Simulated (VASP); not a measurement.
**H3CCl: single point with PBE+D3(BJ)**

System: H3CCl.

```
CELL_PARAMETERS angstrom
8.31429 0.00000 0.00000
0.00000 8.15797 0.00000
0.00000 0.00000 8.33441
ATOMIC_POSITIONS crystal
C 0.99612 0.49690 0.44824
C 0.70774 0.44670 0.81780
C 0.70546 0.92685 0.74576
C 0.23235 0.16804 0.97176
C 0.26391 0.69202 0.66675
C 0.45820 0.82031 0.22016
C 0.08507 0.10840 0.43695
C 0.58353 0.42786 0.44122
Cl 0.87441 0.60544 0.57037
Cl 0.73571 0.45939 0.02581
Cl 0.76660 0.99421 0.93490
Cl 0.29031 0.14956 0.16624
Cl 0.16665 0.84237 0.79409
Cl 0.54548 0.83390 0.41337
Cl 0.99529 0.17877 0.62003
Cl 0.59740 0.21687 0.37274
H 0.11162 0.46389 0.52460
H 0.94940 0.37756 0.43342
H 0.03846 0.54056 0.33189
H 0.82059 0.41395 0.75571
H 0.62563 0.34542 0.80631
H 0.66190 0.55187 0.77038
H 0.76067 0.02072 0.67141
H 0.75454 0.80230 0.70684
H 0.57561 0.91967 0.74647
H 0.23908 0.29451 0.94707
H 0.31695 0.10433 0.89594
H 0.11198 0.12879 0.95490
H 0.18175 0.65922 0.56418
H 0.38015 0.73875 0.61455
H 0.27467 0.58640 0.74857
H 0.52536 0.91412 0.13726
H 0.45338 0.69645 0.16966
H 0.33024 0.85383 0.23932
H 0.07935 0.20539 0.34996
H 0.21514 0.09938 0.44767
H 0.02175 0.00386 0.39657
H 0.54873 0.41813 0.56014
H 0.70488 0.49048 0.42560
H 0.49072 0.49184 0.37300
```

```json
{
  "Program": "VASP 6.6.1",
  "Task": "single point",
  "Functional": "PBE",
  "Dispersion": "D3(BJ)",
  "Potentials or basis": "VASP PAW PBE potentials, release 64 (C, Cl, H)",
  "Cutoff": "520 eV",
  "k mesh": "1 × 1 × 1",
  "Occupations": "fermi-dirac, width 0.02 eV",
  "Spin": "no spin polarisation",
  "Dipole correction": "no",
  "Further INCAR settings": "LREAL = Auto; ALGO = Normal; EDIFF = 1e-07; NBANDS = 82"
}
```

- Pressure: 3.1 GPa
- Largest force: 4.093 eV/Å
- Band gap on the k mesh: 4.93 eV
- Dispersion energy per atom: -0.059 eV

Forces on the atoms (eV/Å):
```
C    3.807 -1.431  0.456
C    1.242 -3.172  1.046
C    0.653 -1.084 -0.609
C    0.443  0.140 -0.875
C   -0.274  0.010 -0.281
C   -0.356  1.162 -1.156
C    0.448  1.301  0.791
C    1.253  0.067 -2.595
Cl   0.474  2.176 -0.123
Cl   0.273  0.439  0.824
Cl   0.283 -0.127  1.124
Cl   0.559  0.135  1.251
Cl   0.372 -0.428 -0.564
Cl   0.597 -0.270 -0.144
Cl   0.344 -0.554  0.249
Cl   0.168  0.372  0.356
H   -1.567  0.547 -1.346
H   -0.995 -0.893 -0.508
H   -0.417  0.865 -0.058
H   -0.457  0.023  0.654
H   -0.546 -0.441 -0.404
H   -1.165  2.528 -0.814
H   -0.560 -0.145 -0.774
H   -0.298  1.346  0.885
H   -0.428  0.267 -0.267
H   -0.029  1.538 -0.639
H    0.089 -0.328 -0.352
H   -1.080 -0.547 -0.258
H    0.707  0.582  0.983
H   -0.887 -0.324  0.763
H    0.354 -0.029 -0.456
H   -1.095 -1.519  1.123
H    0.712 -0.136  0.164
H    0.593  0.165 -0.347
H   -0.741  0.474 -0.381
H    0.114 -0.729  0.699
H   -0.380 -1.163 -0.316
H   -0.402  0.082  2.101
H   -1.756 -0.814  0.027
H   -0.053 -0.087 -0.227
```

Stress tensor (GPa, compression positive):
```
 1.34 -0.15  0.86
-0.15  3.75 -0.35
 0.86 -0.35  4.07
```

Levels at points of the mesh, in eV from the valence-band top:
```csv
k point,band 54,band 55,band 56,band 57,band 58,band 59
"(0.00, 0.00, 0.00)",-0.21,-0.13,0.00,4.93,5.44,5.63
```

Wall time 3 min on 1 thread of Intel Xeon 8259CL, on a shared host, peak memory 0.55 GiB.

Caveat: the k points lie up to 0.77 Å⁻¹ apart; the atoms stand as in a frame of molecular dynamics.
